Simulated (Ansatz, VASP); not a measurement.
Pd in VASP and in Ansatz

```
Pd
1.0
     0.00000    2.80890    2.80890
     2.80890    0.00000    2.80890
     2.80890    2.80890    0.00000
Pd
2
Direct
  0.12500 0.12500 0.12500
  0.87500 0.87500 0.87500
```

Alike in both runs: functional LDA; k mesh 10 × 10 × 10; occupations fermi-dirac, width 0.05 eV; collinear spin.

Ansatz relaxed the structure, and its values are those at the end. VASP's run is a single point on that final structure, the one shown.

```csv
,VASP,Ansatz
version,VASP 6.6.1,Ansatz 0.2.0
potentials or method,"VASP PAW LDA potentials, release 64 (Pd), cutoff 520 eV","plane waves (420 eV) with PAW, scalar-relativistic"
valence electrons in the cell,20,36
```

Ansatz gave:

```
pressure (GPa)                                                : 0.0
net moment per atom (μB)                                      : 0.43
size of the moment on the site where the two differ most (μB) : 0.41
```

Task: Which values does VASP return?

Result: Pressure (GPa): -0.2; net moment per atom (μB): 0.40; size of the moment on the site where the two differ most (μB): 0.39.

Ansatz warns that its potentials were made for another functional, while VASP's fit it. LDA's correlation is that of Perdew and Zunger in VASP and of Perdew and Wang (1992) in Ansatz. Site moments also hang on the region over which each program counts them. VASP's potentials hold 20 valence electrons a cell and Ansatz's 36, so a difference there can come from the potentials and not from the codes.
